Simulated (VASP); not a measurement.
# In4Sb3As (P-43m) in VASP: single point with PBE

Aim: the single point of In4Sb3As with PBE.

All numbers are computed with VASP 6.6.1; they aren't measurements. Logs are shortened: lines on timing, memory, paths and dates and some standing lists are left out, and cuts for length are marked.

### 1 The cell of the first run

Symmetry: P-43m, No. 215, cubic system. The conventional cell has a = 6.526 Å, b = 6.526 Å, c = 6.526 Å, α = 90.00°, β = 90.00°, γ = 90.00°. In (site symmetry 3m) has 1 As at 2.73 Å and 3 Sb at 2.86 Å within 3.6 Å. Within 3.8 Å of Sb (site symmetry -42m) lie 4 In at 2.86 Å. Within 3.6 Å of As (site symmetry -43m) lie 4 In at 2.73 Å.

### 2 Single point, PBE

Contents of POSCAR:

```
In4Sb3As
1.0
    6.5261802000      0.0000000000      0.0000000000
    0.0000000000      6.5261802000      0.0000000000
    0.0000000000      0.0000000000      6.5261802000
In Sb As
4 3 1
Direct
    0.2416650000      0.7583350000      0.2416650000
    0.2416650000      0.2416650000      0.7583350000
    0.7583350000      0.7583350000      0.7583350000
    0.7583350000      0.2416650000      0.2416650000
    0.0000000000      0.5000000000      0.5000000000
    0.5000000000      0.5000000000      0.0000000000
    0.5000000000      0.0000000000      0.5000000000
    0.0000000000      0.0000000000      0.0000000000
```

Contents of INCAR.step1:

```
PREC     = Accurate       # precision mode
ENCUT    = 520            # plane-wave cutoff, eV
EDIFF    = 1E-7           # SCF threshold, eV
ISMEAR   = 0              # smearing method
SIGMA    = 0.1            # smearing width, eV
LREAL    = F              # projectors in reciprocal space
LASPH    = T              # aspherical terms in the spheres
NELM     = 60             # most SCF steps
ALGO     = Fast           # electronic algorithm
ISIF     = 2              # what is computed and relaxed
LWAVE    = F              # write WAVECAR
LCHARG   = T              # write CHGCAR
GGA      = PE             # functional
NBANDS   = 46             # bands
```

Contents of KPOINTS.step1:

```
Automatic mesh
0
Gamma
  6 6 6
```

Contents of INCAR.step2:

```
PREC     = Accurate       # precision mode
ENCUT    = 520            # plane-wave cutoff, eV
EDIFF    = 1E-7           # SCF threshold, eV
ISMEAR   = -5             # smearing method
SIGMA    = 0.1            # smearing width, eV
LREAL    = F              # projectors in reciprocal space
LASPH    = T              # aspherical terms in the spheres
NELM     = 60             # most SCF steps
ALGO     = Fast           # electronic algorithm
ISIF     = 2              # what is computed and relaxed
LWAVE    = F              # write WAVECAR
LCHARG   = F              # write CHGCAR
GGA      = PE             # functional
LORBIT   = 10             # projections on sites
NEDOS    = 2001           # points of the DOS
ICHARG   = 11             # starting density
```

Contents of KPOINTS.step2:

```
Automatic mesh
0
Gamma
  9 9 9
```

Potentials or basis: VASP PAW PBE potentials, release 64 (In_d, Sb, As).

Command:

```console
cat potpaw_PBE.64/In_d/POTCAR potpaw_PBE.64/Sb/POTCAR potpaw_PBE.64/As/POTCAR > POTCAR
cp INCAR.step1 INCAR
cp KPOINTS.step1 KPOINTS
mpirun -np 1 vasp_std > vasp.out
cp INCAR.step2 INCAR
cp KPOINTS.step2 KPOINTS
mpirun -np 1 vasp_std > vasp.out
```

OUTCAR:

```text
PREC = Accurate
   ENCUT = 520
   EDIFF = 1E-7
   ISMEAR = -5
   LREAL = F
   LASPH = T
   NELM = 60
   ISIF = 2
   GGA = PE
   LORBIT = 10
   ICHARG = 11

 ion  position               nearest neighbor table
   1  0.242  0.758  0.242-   8 2.73   6 2.86   7 2.86   5 2.86
   2  0.242  0.242  0.758-   8 2.73   6 2.86   7 2.86   5 2.86
   3  0.758  0.758  0.758-   8 2.73   6 2.86   7 2.86   5 2.86
   4  0.758  0.242  0.242-   8 2.73   6 2.86   7 2.86   5 2.86
   5  0.000  0.500  0.500-   1 2.86   2 2.86   3 2.86   4 2.86
   6  0.500  0.500  0.000-   1 2.86   2 2.86   3 2.86   4 2.86
   7  0.500  0.000  0.500-   1 2.86   2 2.86   3 2.86   4 2.86
   8  0.000  0.000  0.000-   1 2.73   2 2.73   3 2.73   4 2.73

  LATTYP: Found a simple cubic cell.
 ALAT       =     6.5261802000

  Lattice vectors:

 A1 = (   6.5261802000,   0.0000000000,   0.0000000000)
 A2 = (   0.0000000000,   6.5261802000,   0.0000000000)
 A3 = (   0.0000000000,   0.0000000000,   6.5261802000)

Analysis of symmetry for initial positions (statically):
=====================================================================
 Subroutine PRICEL returns:
 Original cell was already a primitive cell.

 Routine SETGRP: Setting up the symmetry group for a
 simple cubic supercell.

 Subroutine GETGRP returns: Found 24 space group operations
 (whereof 24 operations were pure point group operations)
 out of a pool of 48 trial point group operations.

The static configuration has the point symmetry T_d .

Analysis of symmetry for dynamics (positions and initial velocities):
=====================================================================
 Subroutine PRICEL returns:
 Original cell was already a primitive cell.

 Routine SETGRP: Setting up the symmetry group for a
 simple cubic supercell.

 Subroutine GETGRP returns: Found 24 space group operations
 (whereof 24 operations were pure point group operations)
 out of a pool of 48 trial point group operations.

The dynamic configuration has the point symmetry T_d .

 Subroutine INISYM returns: Found 24 space group operations
 (whereof 24 operations are pure point group operations),
 and found     1 'primitive' translations

----------------------------------------------------------------------------------------

                                     Primitive cell

  volume of cell :     277.9567

  direct lattice vectors                    reciprocal lattice vectors
     6.526180200  0.000000000  0.000000000     0.153228990  0.000000000  0.000000000
     0.000000000  6.526180200  0.000000000     0.000000000  0.153228990  0.000000000
     0.000000000  0.000000000  6.526180200     0.000000000  0.000000000  0.153228990

  length of vectors
     6.526180200  6.526180200  6.526180200     0.153228990  0.153228990  0.153228990

  position of ions in fractional coordinates (direct lattice)
     0.241665000  0.758335000  0.241665000
     0.241665000  0.241665000  0.758335000
     0.758335000  0.758335000  0.758335000
     0.758335000  0.241665000  0.241665000
     0.000000000  0.500000000  0.500000000
     0.500000000  0.500000000  0.000000000
     0.500000000  0.000000000  0.500000000
     0.000000000  0.000000000  0.000000000

  ion indices of the primitive-cell ions
   primitive index   ion index
                 1           1
                 2           2
                 3           3
                 4           4
                 5           5
                 6           6
                 7           7
                 8           8

----------------------------------------------------------------------------------------

 KPOINTS: Automatic mesh

Automatic generation of k-mesh.
 Grid dimensions read from file:
 generate k-points for:    9    9    9

 Generating k-lattice:

  Cartesian coordinates                     Fractional coordinates (reciprocal lattice)
     0.017025443  0.000000000  0.000000000     0.111111111  0.000000000  0.000000000
     0.000000000  0.017025443  0.000000000     0.000000000  0.111111111  0.000000000
     0.000000000  0.000000000  0.017025443     0.000000000  0.000000000  0.111111111

  Length of vectors
     0.017025443  0.017025443  0.017025443

  Shift w.r.t. Gamma in fractional coordinates (k-lattice)
     0.000000000  0.000000000  0.000000000

 TETIRR: Found    353 inequivalent tetrahedra from     4374

 Subroutine IBZKPT returns following result:
 ===========================================

 Found     35 irreducible k-points:

 Following reciprocal coordinates:
            Coordinates               Weight
  0.000000  0.000000  0.000000      1.000000
  0.111111  0.000000  0.000000      6.000000
  0.222222  0.000000  0.000000      6.000000
  0.333333  0.000000  0.000000      6.000000
  0.444444  0.000000  0.000000      6.000000
  0.111111  0.111111  0.000000     12.000000
[... 16 lines left out ...]
  0.333333  0.333333  0.111111     24.000000
  0.444444  0.333333  0.111111     48.000000
 [... further k-points ...]
   k-points           NKPTS =     35   k-points in BZ     NKDIM =     35   number of bands    NBANDS=     43
   number of dos      NEDOS =   2001   number of ions     NIONS =      8
   total plane-waves  NPLWV = 125000
   dimension x,y,z NGX =    50 NGY =   50 NGZ =   50
   dimension x,y,z NGXF=   100 NGYF=  100 NGZF=  100
   ions per type =               4   3   1
   NGX,Y,Z   is equivalent  to a cutoff of  12.74, 12.74, 12.74 a.u.
   NGXF,Y,Z  is equivalent  to a cutoff of  25.47, 25.47, 25.47 a.u.
 SYSTEM =  unknown system
   PREC   = accura    normal or accurate (medium, high low for compatibility)
   ISTART =      0    job   : 0-new  1-cont  2-samecut
   ICHARG =     11    charge: 1-file 2-atom 10-const
   ISPIN  =      1    spin polarized calculation?
   LNONCOLLINEAR =      F non collinear calculations
   LSORBIT =      F    spin-orbit coupling
   LASPH  =      T    aspherical Exc in radial PAW
   ENCUT  =  520.0 eV  38.22 Ry    6.18 a.u.  12.13 12.13 12.13*2*pi/ulx,y,z
   NELM   =     60;   NELMIN=  2; NELMDL=  0     # of ELM steps
   EDIFF  = 0.1E-06   stopping-criterion for ELM
   LREAL  =      F    real-space projection
   EDIFFG = 0.1E-05   stopping-criterion for IOM
   NSW    =      0    number of steps for IOM
   IBRION =     -1    ionic relax: 0-MD 1-quasi-New 2-CG
   NFREE  =      0    steps in history (QN), initial steepest desc. (CG)
   ISIF   =      2    stress and relaxation
   ISYM   =      2    0-nonsym 1-usesym 2-fastsym
   POTIM  = 0.5000    time-step for ionic-motion
   TEBEG  =    0.0;   TEEND  =   0.0 temperature during run
   PSTRESS=    0.0 pullay stress
   NELECT =      72.0000    total number of electrons
   NUPDOWN=      -1.0000    fix difference up-down
   EMIN   =  10.00;   EMAX   =-10.00  energy-range for DOS
   EFERMI =   0.00;   METHOD = LEGACY
   ISMEAR =    -5;   SIGMA  =   0.10  broadening in eV -4-tet -1-fermi 0-gaus
   EFERMI_NEDOS =   21; number of points for ismear=-14 and -15
   IALGO  =     68    algorithm
   IMIX   =      4    mixing-type and parameters
     AMIX     =   0.40;   BMIX     =  1.00
     AMIX_MAG =   1.60;   BMIX_MAG =  1.00
  volume/ion in A,a.u.               =      34.74       234.47
  Fermi-wavevector in a.u.,A,eV,Ry     =   1.043582  1.972084 14.817609  1.089064
  Thomas-Fermi vector in A             =   2.178298
   LORBIT       =     10    0 simple, 1 ext, 2 COOP (PROOUT), +10 PAW based schemes
   GGA     = PE    functional components
   LHFCALC =     F    Hartree Fock is set to
   AEXX    =    0.0000 exact exchange contribution
   IVDW    =     0    specifies the selected vdW correction
   LEPSILON=     F    determine dielectric tensor
   LRPA    =     F    only Hartree local field effects (RPA)
 non-spin polarized calculation
 RMM-DIIS sequential band-by-band and
 Fermi weights with tetrahedron method with Bloechl corrections
  energy-cutoff  :      520.00
  volume of cell :      277.96
 maximum number of plane-waves:      7526
 NGX is ok and might be reduce to    50

 number of electron      72.0000002 magnetization

 Free energy of the ion-electron system (eV)
  ---------------------------------------------------
  ext. energy  EPLUGINS =         0.00000000
  ---------------------------------------------------
  free energy    TOTEN  =       -28.46165321 eV

  energy without entropy =      -28.46165321  energy(sigma->0) =      -28.46165321

 E-fermi :   4.2950     XC(G=0):  -8.4818

 val. band max:        4.2944907236   @ k =   0.0000   0.0000   0.0000
 cond. band min:       4.2944907233   @ k =   0.0000   0.0000   0.0000
 fundamental gap:     -0.0000000003
 Fermi energy:         4.2949547358

 k-point     1 :       0.0000    0.0000    0.0000
  band No.  band energies     occupation
      1     -10.2508      2.00000
      2     -10.2263      2.00000
      3     -10.2263      2.00000
      4     -10.1578      2.00000
      5     -10.1578      2.00000
      6     -10.1578      2.00000
[... 35 lines left out ...]
     42       5.7663      0.00000
     43       5.9632      0.00000

 k-point     2 :       0.1111    0.0000    0.0000
  band No.  band energies     occupation
      1     -10.2495      2.00000
      2     -10.2248      2.00000
      3     -10.2246      2.00000
      4     -10.1601      2.00000
      5     -10.1567      2.00000
      6     -10.1567      2.00000
[... 35 lines left out ...]
     42       5.9328      0.00000
     43       6.1227      0.00000

 k-point     3 :       0.2222    0.0000    0.0000
  band No.  band energies     occupation
      1     -10.2461      2.00000
      2     -10.2208      2.00000
      3     -10.2197      2.00000
      4     -10.1666      2.00000
      5     -10.1536      2.00000
      6     -10.1536      2.00000
[... 919 lines left out ...]
      6     -10.1466      2.00000
[... 35 lines left out ...]
     42       7.6593      0.00000
     43       8.0809      0.00000

 k-point    24 :       0.4444    0.3333    0.1111
  band No.  band energies     occupation
      1     -10.2321      2.00000
      2     -10.2028      2.00000
      3     -10.1982      2.00000
      4     -10.1883      2.00000
      5     -10.1466      2.00000
      6     -10.1451      2.00000
[... 35 lines left out ...]
     42       7.8369      0.00000
     43       7.9651      0.00000

 [... further k-points ...]
[... 5 lines left out ...]
  --------------------------------------------------------------------------------------
  -------------------------------------------------------------------------------------
  Total       -0.0730804     -0.0730804     -0.0730804     -0.0000000     -0.0000000      0.0000000
  in kB       -0.4212448     -0.4212448     -0.4212448     -0.0000000     -0.0000000      0.0000000
  external PRESSURE =      -0.4212448 kB  Pullay stress =       0.0000000 kB

 VOLUME and BASIS-vectors are now :
 -----------------------------------------------------------------------------
  energy-cutoff  :      520.00
  volume of cell :      277.96
      direct lattice vectors                 reciprocal lattice vectors
     6.526180200  0.000000000  0.000000000     0.153228990  0.000000000  0.000000000
     0.000000000  6.526180200  0.000000000     0.000000000  0.153228990  0.000000000
     0.000000000  0.000000000  6.526180200     0.000000000  0.000000000  0.153228990

 POSITION                                       TOTAL-FORCE (eV/Angst)
 -----------------------------------------------------------------------------------
      1.57715      4.94903      1.57715        -0.002359      0.002359     -0.002359
      1.57715      1.57715      4.94903        -0.002359     -0.002359      0.002359
      4.94903      4.94903      4.94903         0.002359      0.002359      0.002359
      4.94903      1.57715      1.57715         0.002359     -0.002359     -0.002359
      0.00000      3.26309      3.26309        -0.000000     -0.000000     -0.000000
      3.26309      3.26309      0.00000        -0.000000     -0.000000     -0.000000
      3.26309      0.00000      3.26309        -0.000000     -0.000000     -0.000000
      0.00000      0.00000      0.00000        -0.000000     -0.000000     -0.000000
 -----------------------------------------------------------------------------------
    total drift:                               -0.000000     -0.000000      0.000000

  FREE ENERGIE OF THE ION-ELECTRON SYSTEM (eV)
  ---------------------------------------------------
  free  energy   TOTEN  =       -28.4616532110 eV

  energy  without entropy=      -28.4616532110  energy(sigma->0) =      -28.46165321

 total charge

# of ion       s       p       d       tot
------------------------------------------
    1        0.870   0.653   9.864  11.387
    2        0.870   0.653   9.864  11.387
    3        0.870   0.653   9.864  11.387
    4        0.870   0.653   9.864  11.387
    5        1.141   1.307   0.017   2.466
    6        1.141   1.307   0.017   2.466
    7        1.141   1.307   0.017   2.466
    8        1.233   1.479   0.017   2.730
--------------------------------------------------
tot          8.136   8.013  39.526  55.675
```

It took 17 min on 1 thread of Oxide Virtual Turin-like, shared host; peak memory 0.53 GiB.

Results:

```yaml
Valence_electrons_inside_the_program's_atomic_spheres: In 11.39; Sb 2.47; As 2.73
```

Caveat: spin-orbit coupling is left out, which moves the levels of the heavy elements.
